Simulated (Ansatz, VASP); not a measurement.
**CsBe3Ag: VASP beside Ansatz**

```
CELL_PARAMETERS angstrom
4.08072 0.00000 0.00000
0.00000 4.08072 0.00000
0.00000 0.00000 5.49781
ATOMIC_POSITIONS crystal
Cs 0.50000 0.50000 0.72178
Be 0.50000 0.00000 0.23775
Be 0.00000 0.50000 0.23775
Be 0.00000 0.00000 0.59229
Ag 0.00000 0.00000 0.01082
```

Change from the starting cell: species swapped into the CeSiPt3 type (P4mm, No. 99).

Alike in both runs: task single point; functional PBE; k mesh 4 × 4 × 4; occupations gaussian, width 0.1 eV; no spin polarisation.

|  | VASP | Ansatz |
| --- | --- | --- |
| version | VASP 6.6.1 | Ansatz 0.2.0 |
| potentials or method | VASP PAW PBE potentials, release 64 (Cs_sv, Be, Ag), cutoff 520 eV | scalar-relativistic, plane waves, PAW |
| valence electrons in the cell | 26 | 34 |

|  | VASP | Ansatz | Ansatz less VASP |
| --- | --- | --- | --- |
| gap on the k mesh at the Fermi level (eV) | none | none | - |
| pressure (GPa) | 7.1 | 7.0 | -0.11 |
| traceless stress, the component that is largest in VASP (GPa) | -2.76 | -2.74 | +0.015 |
| rms of the force components (eV/Å) | 0.697 | 0.693 | -0.0040 |

Atom by atom the forces differ by 0.004 eV/Å (rms over components). A gap of «none» marks a metal or a gap that the smearing closes. The functional is the same, so the differences come from potentials, cutoffs and numerics. VASP's potentials hold 26 valence electrons a cell and Ansatz's 34, so a difference there can come from the potentials and not from the codes.

The k mesh is coarse, so the values compare programs but aren't converged. Spin-orbit coupling is off throughout.
